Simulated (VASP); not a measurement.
**Mo: vibrations by perturbation theory with pbe exchange, lyp correlation**

Crystal: Mo.

```
Mo
1.0
    -1.58381    1.58381    1.58381
     1.58381   -1.58381    1.58381
     1.58381    1.58381   -1.58381
Mo
1
Direct
  0.00000 0.00000 0.00000
```

```yaml
Program: VASP 6.6.1
Task: vibrations by perturbation theory
Functional: pbe exchange, lyp correlation
Potentials_or_basis: VASP PAW PBE potentials, release 64 (Mo_sv)
Cutoff: 500 eV
k_mesh: 10 × 10 × 10
Occupations: fermi-dirac, width 0.15 eV
Spin: collinear spin
Starting_moments: "[1.0] μB"
Dipole_correction: no
Further_INCAR_settings: ALGO = Normal; EDIFF = 1e-08; IBRION = 8; NSW = 1
```

```yaml
Net_moment: 0.00 μB per cell
Valence_electrons_inside_the_program's_atomic_spheres: Mo 12.51
```

Wall time 68 s on 1 thread of Intel(R) Xeon(R) Platinum 8488C (Sapphire Rapids) (shared host), peak memory 0.19 GiB.
